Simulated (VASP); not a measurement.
# SnSe (rocksalt type) (Fm-3m) in VASP: a series of runs

SnSe (rocksalt type) is run at these levels: PBE; tasks: relaxation of cell and atoms.

Everything below comes from runs of VASP 6.6.1. Logs are shortened: lines on timing, memory, paths and dates and some standing lists are left out, and cuts for length are marked.

### Step 1. The cell of the first run

The structure is cubic, space group Fm-3m (No. 225). The conventional cell has a = 5.170 Å, b = 5.170 Å, c = 5.170 Å, α = 90.00°, β = 90.00°, γ = 90.00°. Within 3.4 Å of Sn (site symmetry m-3m) lie 6 Se at 2.58 Å. Within 3.4 Å of Se (site symmetry m-3m) lie 6 Sn at 2.58 Å.

### Step 2. Relaxation of cell and atoms, PBE, target pressure 64 GPa, at which the enthalpy is minimised

INCAR

```
ALGO = Normal ; EDIFF = 1E-6
EDIFFG = -0.005 ; ENCUT = 600
GGA = PE ; IBRION = 2
ISIF = 3 ; ISMEAR = -1
LASPH = True ; LCHARG = False
LREAL = False ; LWAVE = False
NELM = 80 ; NSW = 60
PREC = Accurate ; PSTRESS = 640.0
SIGMA = 0.05
```

KPOINTS

```
k-points
0
Gamma
  15 15 15
```

POSCAR

```
SnSe
1.0
    0.0000000000      2.5847549447      2.5847549447
    2.5847549447      0.0000000000      2.5847549447
    2.5847549447      2.5847549447      0.0000000000
Sn Se
1 1
Direct
    0.0000000000      0.0000000000      0.0000000000
    0.5000000000      0.5000000000      0.5000000000
```

Potentials or basis: VASP PAW PBE potentials, release 64 (Sn_d, Se).

On the command line:

```bash
$ cat potpaw_PBE.64/Sn_d/POTCAR potpaw_PBE.64/Se/POTCAR > POTCAR
$ mpirun -np 1 vasp_std > vasp.out
```

OUTCAR:

```text
EDIFF = 1E-6
   EDIFFG = -0.005
   ENCUT = 600
   GGA = PE
   IBRION = 2
   ISIF = 3
   ISMEAR = -1
   LASPH = True
   LREAL = False
   NELM = 80
   NSW = 60
   PREC = Accurate
   PSTRESS = 640.0

 ion  position               nearest neighbor table
   1  0.000  0.000  0.000-   2 2.58   2 2.58   2 2.58   2 2.58   2 2.58   2 2.58
   2  0.500  0.500  0.500-   1 2.58   1 2.58   1 2.58   1 2.58   1 2.58   1 2.58

  LATTYP: Found a face centered cubic cell.
 ALAT       =     5.1695098894

  Lattice vectors:

 A1 = (   0.0000000000,   2.5847549447,   2.5847549447)
 A2 = (   2.5847549447,   0.0000000000,   2.5847549447)
 A3 = (   2.5847549447,   2.5847549447,   0.0000000000)

Analysis of symmetry for initial positions (statically):
=====================================================================
 Subroutine PRICEL returns:
 Original cell was already a primitive cell.

 Routine SETGRP: Setting up the symmetry group for a
 face centered cubic supercell.

 Subroutine GETGRP returns: Found 48 space group operations
 (whereof 48 operations were pure point group operations)
 out of a pool of 48 trial point group operations.

The static configuration has the point symmetry O_h .

Analysis of symmetry for dynamics (positions and initial velocities):
=====================================================================
 Subroutine PRICEL returns:
 Original cell was already a primitive cell.

 Routine SETGRP: Setting up the symmetry group for a
 face centered cubic supercell.

 Subroutine GETGRP returns: Found 48 space group operations
 (whereof 48 operations were pure point group operations)
 out of a pool of 48 trial point group operations.

The dynamic configuration has the point symmetry O_h .

 Subroutine INISYM returns: Found 48 space group operations
 (whereof 48 operations are pure point group operations),
 and found     1 'primitive' translations

----------------------------------------------------------------------------------------

                                     Primitive cell

  volume of cell :      34.5373

  direct lattice vectors                    reciprocal lattice vectors
     0.000000000  2.584754945  2.584754945    -0.193441936  0.193441936  0.193441936
     2.584754945  0.000000000  2.584754945     0.193441936 -0.193441936  0.193441936
     2.584754945  2.584754945  0.000000000     0.193441936  0.193441936 -0.193441936

  length of vectors
     3.655395498  3.655395498  3.655395498     0.335051261  0.335051261  0.335051261

  position of ions in fractional coordinates (direct lattice)
     0.000000000  0.000000000  0.000000000
     0.500000000  0.500000000  0.500000000

  ion indices of the primitive-cell ions
   primitive index   ion index
                 1           1
                 2           2

----------------------------------------------------------------------------------------

 KPOINTS: k-points

Automatic generation of k-mesh.
 Grid dimensions read from file:
 generate k-points for:   15   15   15

 Generating k-lattice:

  Cartesian coordinates                     Fractional coordinates (reciprocal lattice)
    -0.012896129  0.012896129  0.012896129     0.066666667  0.000000000  0.000000000
     0.012896129 -0.012896129  0.012896129     0.000000000  0.066666667  0.000000000
     0.012896129  0.012896129 -0.012896129     0.000000000  0.000000000  0.066666667

  Length of vectors
     0.022336751  0.022336751  0.022336751

  Shift w.r.t. Gamma in fractional coordinates (k-lattice)
     0.000000000  0.000000000  0.000000000

 Subroutine IBZKPT returns following result:
 ===========================================

 Found    120 irreducible k-points:

 Following reciprocal coordinates:
            Coordinates               Weight
  0.000000  0.000000  0.000000      1.000000
  0.066667  0.000000  0.000000      8.000000
  0.133333  0.000000  0.000000      8.000000
  0.200000  0.000000  0.000000      8.000000
  0.266667  0.000000  0.000000      8.000000
  0.333333  0.000000  0.000000      8.000000
[... 16 lines left out ...]
  0.133333  0.133333  0.000000      6.000000
  0.200000  0.133333  0.000000     24.000000
 [... further k-points ...]
   k-points           NKPTS =    120   k-points in BZ     NKDIM =    120   number of bands    NBANDS=     14
   number of dos      NEDOS =    301   number of ions     NIONS =      2
   total plane-waves  NPLWV =  27000
   dimension x,y,z NGX =    30 NGY =   30 NGZ =   30
   dimension x,y,z NGXF=    60 NGYF=   60 NGZF=   60
   ions per type =               1   1
   NGX,Y,Z   is equivalent  to a cutoff of  13.64, 13.64, 13.64 a.u.
   NGXF,Y,Z  is equivalent  to a cutoff of  27.29, 27.29, 27.29 a.u.
 SYSTEM =  unknown system
   PREC   = accura    normal or accurate (medium, high low for compatibility)
   ISTART =      0    job   : 0-new  1-cont  2-samecut
   ICHARG =      2    charge: 1-file 2-atom 10-const
   ISPIN  =      1    spin polarized calculation?
   LNONCOLLINEAR =      F non collinear calculations
   LSORBIT =      F    spin-orbit coupling
   LASPH  =      T    aspherical Exc in radial PAW
   ENCUT  =  600.0 eV  44.10 Ry    6.64 a.u.   7.30  7.30  7.30*2*pi/ulx,y,z
   NELM   =     80;   NELMIN=  2; NELMDL= -5     # of ELM steps
   EDIFF  = 0.1E-05   stopping-criterion for ELM
   LREAL  =      F    real-space projection
   EDIFFG = -.5E-02   stopping-criterion for IOM
   NSW    =     60    number of steps for IOM
   IBRION =      2    ionic relax: 0-MD 1-quasi-New 2-CG
   NFREE  =      1    steps in history (QN), initial steepest desc. (CG)
   ISIF   =      3    stress and relaxation
   ISYM   =      2    0-nonsym 1-usesym 2-fastsym
   POTIM  = 0.5000    time-step for ionic-motion
   TEBEG  =    0.0;   TEEND  =   0.0 temperature during run
   PSTRESS=  640.0 pullay stress
   NELECT =      20.0000    total number of electrons
   NUPDOWN=      -1.0000    fix difference up-down
   EMIN   =  10.00;   EMAX   =-10.00  energy-range for DOS
   EFERMI =   0.00;   METHOD = LEGACY
   ISMEAR =    -1;   SIGMA  =   0.05  broadening in eV -4-tet -1-fermi 0-gaus
   EFERMI_NEDOS =   21; number of points for ismear=-14 and -15
   IALGO  =     38    algorithm
   IMIX   =      4    mixing-type and parameters
     AMIX     =   0.40;   BMIX     =  1.00
     AMIX_MAG =   1.60;   BMIX_MAG =  1.00
  volume/ion in A,a.u.               =      17.27       116.53
  Fermi-wavevector in a.u.,A,eV,Ry     =   1.364548  2.578622 25.333926  1.861991
  Thomas-Fermi vector in A             =   2.490854
   LORBIT       =      0    0 simple, 1 ext, 2 COOP (PROOUT), +10 PAW based schemes
   GGA     = PE    functional components
   LHFCALC =     F    Hartree Fock is set to
   AEXX    =    0.0000 exact exchange contribution
   IVDW    =     0    specifies the selected vdW correction
   LEPSILON=     F    determine dielectric tensor
   LRPA    =     F    only Hartree local field effects (RPA)
 conjugate gradient relaxation of ions
 non-spin polarized calculation
  energy-cutoff  :      600.00
  volume of cell :       34.54
 maximum number of plane-waves:      1173
 NGX is ok and might be reduce to    30
   NGX = 15   NGY = 15   NGZ = 15

--------------------------------------- Ionic step        1  -------------------------------------------

 number of electron      19.9999999 magnetization

 Free energy of the ion-electron system (eV)
  ---------------------------------------------------
  ext. energy  EPLUGINS =         0.00000000
  ---------------------------------------------------
  free energy    TOTEN  =        -5.42683828 eV

  energy without entropy =       -5.42236992  energy(sigma->0) =       -5.42460410

------------------------ aborting loop because EDIFF is reached ----------------------------------------

  FORCE on cell =-STRESS in cart. coord.  units (eV):
  Direction    XX          YY          ZZ          XY          YZ          ZX
  --------------------------------------------------------------------------------------
  -------------------------------------------------------------------------------------
  Total       13.9274264     13.9274264     13.9274264      0.0000000     -0.0000000     -0.0000000
  in kB      646.0904691    646.0904691    646.0904691      0.0000000     -0.0000000     -0.0000000
  external PRESSURE =       6.0904691 kB  Pullay stress =     640.0000000 kB
[... 61 lines left out ...]
  enthalpy is  TOTEN    =         8.3707270218 eV   P V=       13.9276244388

--------------------------------------- Ionic step        3  -------------------------------------------

 number of electron      19.9999998 magnetization

 Free energy of the ion-electron system (eV)
  ---------------------------------------------------
  ext. energy  EPLUGINS =         0.00000000
  ---------------------------------------------------
  free energy    TOTEN  =        -5.45662775 eV

  energy without entropy =       -5.45218856  energy(sigma->0) =       -5.45440815

 E-fermi :  12.3394     XC(G=0): -11.8324

 val. band max:       12.3354856779   @ k =   0.2667   0.1333   0.0667
 cond. band min:      12.3414254482   @ k =  -0.4667   0.0667   0.0000
 fundamental gap:      0.0059397703
 Fermi energy:        12.3394388477

 k-point     1 :       0.0000    0.0000    0.0000
  band No.  band energies     occupation
      1     -10.2100      2.00000
      2     -10.2100      2.00000
      3     -10.1763      2.00000
      4     -10.1763      2.00000
      5     -10.1763      2.00000
      6      -6.1051      2.00000
      7       8.2038      2.00000
      8       8.2038      2.00000
      9       8.2038      2.00000
     10       9.1140      2.00000
     11      17.0630      0.00000
     12      17.0630      0.00000
     13      17.0630      0.00000
     14      18.0637      0.00000
[... 375 lines left out ...]
 k-point    24 :       0.2000    0.1333    0.0000
  band No.  band energies     occupation
      1     -10.2589      2.00000
      2     -10.2033      2.00000
      3     -10.1867      2.00000
      4     -10.1516      2.00000
      5     -10.1490      2.00000
      6      -5.5306      2.00000
      7       5.2985      2.00000
      8       7.4892      2.00000
      9       7.6557      2.00000
     10      12.0210      1.99658
     11      13.8445      0.00000
     12      15.1895      0.00000
     13      16.8632      0.00000
     14      17.1966      0.00000

 [... further k-points ...]
[... 5 lines left out ...]
  --------------------------------------------------------------------------------------
  -------------------------------------------------------------------------------------
  Total       13.8254586     13.8254586     13.8254586     -0.0000000      0.0000000      0.0000000
  in kB      639.9842708    639.9842708    639.9842708     -0.0000000      0.0000000      0.0000000
  external PRESSURE =      -0.0157292 kB  Pullay stress =     640.0000000 kB
[... 17 lines left out ...]
  FREE ENERGIE OF THE ION-ELECTRON SYSTEM (eV)
  ---------------------------------------------------
  free  energy   TOTEN  =        -5.4566277500 eV

  energy  without entropy=       -5.4521885561  energy(sigma->0) =       -5.45440815

  enthalpy is  TOTEN    =         8.3691706929 eV   P V=       13.8257984429

 reached required accuracy - stopping structural energy minimisation
```

It took 2.7 min on 1 thread of Intel Xeon Platinum 8488C (Sapphire Rapids), shared host; peak memory 0.23 GiB.

Results:

```
Free energy                                            : -5.4566 eV
Relaxed volume                                         : 17.31 Å³/atom
Relaxed cell                                           : a = 3.658 Å, b = 3.658 Å, c = 3.658 Å, α = 60.00°, β = 60.00°, γ = 60.00°
Space group after relaxing (to 0.05 Å)                 : Fm-3m (No. 225)
Energy change on relaxing (the enthalpy is what falls) : -14.9 meV/atom
Ionic steps                                            : 3
Pressure after relaxing                                : 64.0 GPa
```

Step by step:
| step | energy change (eV) | largest force (eV/Å) | pressure (GPa) | volume (Å³) |
| --- | --- | --- | --- | --- |
| 1 | 0.0000 | 0.0000 | 64.61 | 34.54 |
| 2 | -0.1301 | 0.0000 | 62.08 | 34.87 |
| 3 | -0.0298 | 0.0000 | 64.00 | 34.61 |

Final structure:
```xyz
2
Lattice="0.0000 2.5866 2.5866 2.5866 0.0000 2.5866 2.5866 2.5866 0.0000" Properties=species:S:1:pos:R:3 pbc="T T T"
Sn    0.0000    0.0000    0.0000
Se    2.5866    2.5866    2.5866
```

Levels at points of the mesh, in eV from the Fermi level:
```tsv
k point	band 7	band 8	band 9	band 10	band 11	band 12	band 13	band 14
(0.00, 0.00, 0.00)	-4.14	-4.14	-4.14	-3.23	4.72	4.72	4.72	5.72
```

Caveat: this odd mesh misses L, where the gap lies, so gap, dielectric constants and Born charges aren't listed; the cell is relaxed towards a set pressure, so the enthalpy falls and the energy may rise; spin-orbit coupling is left out, which moves the levels of the heavy elements.

### Step 3. Relaxation of cell and atoms, PBE, target pressure 64 GPa, at which the enthalpy is minimised

INCAR

```
SYSTEM = SnSe
PREC = Accurate ; ENCUT = 600
EDIFF = 1E-6 ; ISMEAR = -1
SIGMA = 0.05 ; LREAL = .False.
LASPH = .True. ; NELM = 100
ALGO = Normal ; ISIF = 3
LWAVE = .False. ; LCHARG = .False.
GGA = PE ; IBRION = 2
NSW = 32 ; EDIFFG = -0.005
PSTRESS = 640.0
```

KPOINTS

```
Automatic mesh
0
Gamma
  15 15 15
  0 0 0
```

POSCAR

```
SnSe
1.0
    0.0000000000      2.5856998186      2.5856998186
    2.5856998186      0.0000000000      2.5856998186
    2.5856998186      2.5856998186      0.0000000000
Sn Se
1 1
Direct
    0.0000000000      0.0000000000      0.0000000000
    0.5000000000      0.5000000000      0.5000000000
```

Potentials or basis: VASP PAW PBE potentials, release 64 (Sn_d, Se).

On the command line:

```bash
$ cat potpaw_PBE.64/Sn_d/POTCAR potpaw_PBE.64/Se/POTCAR > POTCAR
$ mpirun -np 1 vasp_std > vasp.out
```

Wall time 2.6 min (1 thread of Intel Xeon Platinum 8488C (Sapphire Rapids), shared host); peak memory 0.23 GiB.

The run converged. Its results:

* Free energy: -5.4566 eV
* Relaxed volume: 17.31 Å³/atom
* Relaxed cell: a = 3.658 Å, b = 3.658 Å, c = 3.658 Å, α = 60.00°, β = 60.00°, γ = 60.00°
* Space group after relaxing (to 0.05 Å): Fm-3m (No. 225)
* Energy change on relaxing (the enthalpy is what falls): -7.3 meV/atom
* Ionic steps: 3
* Pressure after relaxing: 64.0 GPa

Step by step:
| step | energy change (eV) | largest force (eV/Å) | pressure (GPa) | volume (Å³) |
| --- | --- | --- | --- | --- |
| 1 | 0.0000 | 0.0000 | 64.31 | 34.58 |
| 2 | -0.0672 | 0.0000 | 62.99 | 34.74 |
| 3 | -0.0146 | 0.0000 | 64.00 | 34.61 |

Final structure:
```
Sn Se
1.0
     0.00000    2.58661    2.58661
     2.58661    0.00000    2.58661
     2.58661    2.58661    0.00000
Sn Se
1 1
Direct
  0.00000 0.00000 0.00000
  0.50000 0.50000 0.50000
```

Levels at points of the mesh, in eV from the Fermi level:
| k point | band 7 | band 8 | band 9 | band 10 | band 11 | band 12 | band 13 | band 14 |
| --- | --- | --- | --- | --- | --- | --- | --- | --- |
| (0.00, 0.00, 0.00) | -4.14 | -4.14 | -4.14 | -3.23 | 4.72 | 4.72 | 4.72 | 5.72 |

Caveat: this odd mesh misses L, where the gap lies, so gap, dielectric constants and Born charges aren't listed; the cell is relaxed towards a set pressure, so the enthalpy falls and the energy may rise; spin-orbit coupling is left out, which moves the levels of the heavy elements.
